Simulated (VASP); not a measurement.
Write the native input for VASP 6.6.1 that does the following.

- Task: single point
- Functional: PBE
- Potentials or basis: VASP PAW PBE potentials, release 64 (Mo_sv, Ru_pv)
- Cutoff: 520 eV
- k mesh: 6 × 6 × 4
- Occupations: gaussian, width 0.1 eV
- Spin: collinear spin, ferromagnetic start
- Starting moments: [1.0, 1.0, 1.0, 1.0, 1.0, 1.0] μB
- Dipole correction: no
- Further INCAR settings: ALGO = Normal; EDIFF = 1e-07; NBANDS = 55

The structure of MoRu2 lies in POSCAR:

```
MoRu2
1.0
    4.7810990000      0.0000000000      0.0000000000
   -2.3905495000      4.1405532000      0.0000000000
    0.0000000000      0.0000000000      4.3736522000
Mo Ru
2 4
Direct
    0.6666667000      0.3333333000      0.0000000000
    0.3333333000      0.6666667000      0.0000000000
    0.0000000000      0.0000000000      0.0000000000
    0.0000000000      0.3308135000      0.5000000000
    0.6691865000      0.6691865000      0.5000000000
    0.3308135000      0.0000000000      0.5000000000
```

These files were run (other wordings do the same):

INCAR

```
PREC     = Accurate       # precision mode
ENCUT    = 520            # plane-wave cutoff, eV
EDIFF    = 1E-7           # SCF threshold, eV
ISMEAR   = 0              # smearing method
SIGMA    = 0.1            # smearing width, eV
LREAL    = False          # projectors in reciprocal space
LASPH    = True           # aspherical terms in the spheres
NELM     = 150            # most SCF steps
ALGO     = Normal         # electronic algorithm
ISIF     = 2              # what is computed and relaxed
LWAVE    = False          # write WAVECAR
LCHARG   = False          # write CHGCAR
ISPIN    = 2              # spin polarisation
MAGMOM   = 1 1 1 1 1 1    # initial moments
LORBIT   = 11             # projections on sites
LMAXMIX  = 4              # l up to which the mixer works
GGA      = PE             # functional
NBANDS   = 55             # bands
```

KPOINTS

```
Automatic mesh
0
Gamma
  6 6 4
```

Potentials or basis: VASP PAW PBE potentials, release 64 (Mo_sv, Ru_pv).

Launch:

```sh
$ cat potpaw_PBE.64/Mo_sv/POTCAR potpaw_PBE.64/Ru_pv/POTCAR > POTCAR
$ mpirun -np 1 vasp_std > vasp.out
```

It gave:

```json
{"Pressure": "-0.1 GPa", "Largest force": "0.025 eV/Å", "Band gap on the k mesh": "zero (filled and empty bands overlap)", "Net moment": "0.00 μB per cell", "Valence electrons inside the program's atomic spheres": "Mo 12.49; Ru 12.67, 12.65 (each value once)"}
```

Wall time 5 min on 1 thread of AMD EPYC 7R13 Processor (Zen 3) (shared host), peak memory 0.29 GiB.
